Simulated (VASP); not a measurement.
# BiOs in VASP: notebook, part 2 of 2

VASP 6.6.1. Earlier steps stand in the parts before.

## (4) Single point, r2SCAN

This run uses another cell than the first one, of 21.28 Å³/atom.

Contents of POSCAR:

```
BiOs
1.0
    0.0000000000      2.7711725952      2.7711725952
    2.7711725952      0.0000000000      2.7711725952
    2.7711725952      2.7711725952      0.0000000000
Os Bi
1 1
Direct
    0.5000000000      0.5000000000      0.5000000000
    0.0000000000      0.0000000000      0.0000000000
```

Contents of INCAR.step1:

```
SYSTEM = BiOs
PREC     = Accurate       ! precision mode
ENCUT    = 520            ! plane-wave cutoff, eV
ISMEAR   = 0              ! smearing method
SIGMA    = 0.05           ! smearing width, eV
LREAL    = .FALSE.        ! projectors in reciprocal space
LASPH    = .TRUE.         ! aspherical terms in the spheres
NELM     = 100            ! most SCF steps
NBANDS   = 18             ! bands
GGA      = PE             ! functional
ALGO     = Normal         ! electronic algorithm
EDIFF    = 1E-4           ! SCF threshold, eV
LWAVE    = .TRUE.         ! write WAVECAR
LCHARG   = .FALSE.        ! write CHGCAR
```

Contents of INCAR.step2:

```
SYSTEM = BiOs
PREC     = Accurate       ! precision mode
ENCUT    = 520            ! plane-wave cutoff, eV
EDIFF    = 1E-6           ! SCF threshold, eV
ISMEAR   = 0              ! smearing method
SIGMA    = 0.05           ! smearing width, eV
LREAL    = .FALSE.        ! projectors in reciprocal space
LASPH    = .TRUE.         ! aspherical terms in the spheres
NELM     = 100            ! most SCF steps
ALGO     = Normal         ! electronic algorithm
ISIF     = 2              ! what is computed and relaxed
LWAVE    = .FALSE.        ! write WAVECAR
LCHARG   = .FALSE.        ! write CHGCAR
METAGGA  = R2SCAN         ! meta-GGA
LMIXTAU  = .TRUE.       
NBANDS   = 18             ! bands
ISTART   = 1
```

Contents of KPOINTS:

```
regular mesh
0
G
  15 15 15
  0 0 0
```

Potentials or basis: VASP PAW PBE potentials, release 64 (Os, Bi_d).

Started as:

```
cat potpaw_PBE.64/Os/POTCAR potpaw_PBE.64/Bi_d/POTCAR > POTCAR
cp INCAR.step1 INCAR
mpirun -np 1 vasp_std > vasp.out
cp INCAR.step2 INCAR
mpirun -np 1 vasp_std > vasp.out
```

OUTCAR:

```text
SYSTEM = BiOs
   PREC = Accurate
   ENCUT = 520
   EDIFF = 1E-6
   ISMEAR = 0
   LREAL = .FALSE.
   LASPH = .TRUE.
   NELM = 100
   ISIF = 2
   METAGGA = R2SCAN
   ISTART = 1

 ion  position               nearest neighbor table
   1  0.500  0.500  0.500-   2 2.77   2 2.77   2 2.77   2 2.77   2 2.77   2 2.77
   2  0.000  0.000  0.000-   1 2.77   1 2.77   1 2.77   1 2.77   1 2.77   1 2.77

  LATTYP: Found a face centered cubic cell.
 ALAT       =     5.5423451904

  Lattice vectors:

 A1 = (   0.0000000000,   2.7711725952,   2.7711725952)
 A2 = (   2.7711725952,   0.0000000000,   2.7711725952)
 A3 = (   2.7711725952,   2.7711725952,   0.0000000000)

Analysis of symmetry for initial positions (statically):
=====================================================================
 Subroutine PRICEL returns:
 Original cell was already a primitive cell.

 Routine SETGRP: Setting up the symmetry group for a
 face centered cubic supercell.

 Subroutine GETGRP returns: Found 48 space group operations
 (whereof 48 operations were pure point group operations)
 out of a pool of 48 trial point group operations.

The static configuration has the point symmetry O_h .

Analysis of symmetry for dynamics (positions and initial velocities):
=====================================================================
 Subroutine PRICEL returns:
 Original cell was already a primitive cell.

 Routine SETGRP: Setting up the symmetry group for a
 face centered cubic supercell.

 Subroutine GETGRP returns: Found 48 space group operations
 (whereof 48 operations were pure point group operations)
 out of a pool of 48 trial point group operations.

The dynamic configuration has the point symmetry O_h .

 Subroutine INISYM returns: Found 48 space group operations
 (whereof 48 operations are pure point group operations),
 and found     1 'primitive' translations

----------------------------------------------------------------------------------------

[... 111 lines left out ...]
     AMIX     =   0.40;   BMIX     =  1.00
     AMIX_MAG =   1.60;   BMIX_MAG =  1.00
  volume/ion in A,a.u.               =      21.28       143.61
  Fermi-wavevector in a.u.,A,eV,Ry     =   1.333451  2.519858 24.192420  1.778093
  Thomas-Fermi vector in A             =   2.462309
   LORBIT       =      0    0 simple, 1 ext, 2 COOP (PROOUT), +10 PAW based schemes
   METAGGA = R2SCAN    functional components
   LHFCALC =     F    Hartree Fock is set to
   AEXX    =    0.0000 exact exchange contribution
   IVDW    =     0    specifies the selected vdW correction
   LEPSILON=     F    determine dielectric tensor
   LRPA    =     F    only Hartree local field effects (RPA)
 non-spin polarized calculation
 Gauss-broadening in eV      SIGMA  =   0.05
  energy-cutoff  :      520.00
  volume of cell :       42.56
 maximum number of plane-waves:      1169
 NGX is ok and might be reduce to    30
   NGX = 15   NGY = 15   NGZ = 15

 number of electron      23.0000006 magnetization

 Free energy of the ion-electron system (eV)
  ---------------------------------------------------
  ext. energy  EPLUGINS =         0.00000000
  ---------------------------------------------------
  free energy    TOTEN  =      -108.67525745 eV

  energy without entropy =     -108.67102327  energy(sigma->0) =     -108.67314036

 E-fermi :   8.2315     XC(G=0): -12.7363

 val. band max:        8.2220474347   @ k =  -0.2667   0.2000   0.0667
 cond. band min:       8.2348196473   @ k =  -0.4000   0.4667   0.1333
 fundamental gap:      0.0127722126
 Fermi energy:         8.2314627302

 k-point     1 :       0.0000    0.0000    0.0000
  band No.  band energies     occupation
      1     -15.2556      2.00000
      2     -15.2556      2.00000
      3     -15.1533      2.00000
      4     -15.1533      2.00000
      5     -15.1533      2.00000
      6      -5.5085      2.00000
[... 481 lines left out ...]
      5     -15.1309      2.00000
      6      -4.9220      2.00000
[... 10 lines left out ...]
     17      17.3932      0.00000
     18      19.2794      0.00000

 [... further k-points ...]

------------------------ aborting loop because EDIFF is reached ----------------------------------------

  FORCE on cell =-STRESS in cart. coord.  units (eV):
  Direction    XX          YY          ZZ          XY          YZ          ZX
  --------------------------------------------------------------------------------------
  -------------------------------------------------------------------------------------
  Total        0.1889295      0.1889295      0.1889295      0.0000000      0.0000000     -0.0000000
  in kB        7.1119639      7.1119639      7.1119639      0.0000000      0.0000000     -0.0000000
  external PRESSURE =       7.1119639 kB  Pullay stress =       0.0000000 kB

 VOLUME and BASIS-vectors are now :
 -----------------------------------------------------------------------------
  energy-cutoff  :      520.00
  volume of cell :       42.56
      direct lattice vectors                 reciprocal lattice vectors
     0.000000000  2.771172595  2.771172595    -0.180429036  0.180429036  0.180429036
     2.771172595  0.000000000  2.771172595     0.180429036 -0.180429036  0.180429036
     2.771172595  2.771172595  0.000000000     0.180429036  0.180429036 -0.180429036

 POSITION                                       TOTAL-FORCE (eV/Angst)
 -----------------------------------------------------------------------------------
      2.77117      2.77117      2.77117         0.000000     -0.000000      0.000000
      0.00000      0.00000      0.00000        -0.000000      0.000000     -0.000000
 -----------------------------------------------------------------------------------
    total drift:                               -0.000000      0.000000      0.000000

  FREE ENERGIE OF THE ION-ELECTRON SYSTEM (eV)
  ---------------------------------------------------
  free  energy   TOTEN  =      -108.6752574547 eV

  energy  without entropy=     -108.6710232711  energy(sigma->0) =     -108.67314036
```

It took 2.5 min on 1 thread of Intel Xeon 6975P-C (Granite Rapids), shared host; peak memory 0.24 GiB.

What came out:

| Property | Result |
| --- | --- |
| Free energy | -108.6753 eV |
| Pressure | 0.7 GPa |
| Band gap on the k mesh | zero (an odd number of electrons rules out a gap without spin polarisation) |

Caveat: the PAW data sets were made with another functional, which shifts forces and pressure a little; spin-orbit coupling is left out, which moves the levels of the heavy elements.

## (5) Overview

```csv
cell,k mesh,gap on the mesh (eV),pressure (GPa)
"a = 3.880, b = 3.919 Å, angles 59.7, 60.7, 59.7°, 2 atoms, atomic positions A",10 × 10 × 10,none,3.8
"a = 3.919 Å, angles 60.0°, 2 atoms, atomic positions B",10 × 10 × 10,none,1.0
"a = 3.919 Å, angles 60.0°, 2 atoms, atomic positions A",15 × 15 × 15,none,0.7
```

Alike in all rows: task single point; level r2SCAN; potentials or basis VASP PAW PBE potentials, release 64 (Os, Bi_d); no spin polarisation; cutoff (eV) 520; smearing gaussian 0.05 eV.

Caveats: the PAW data sets were made with another functional, which shifts forces and pressure a little; spin-orbit coupling is left out, which moves the levels of the heavy elements; the cell stands under pressure (at least some runs).

Absolute energies hang on the potentials; compare differences alone.
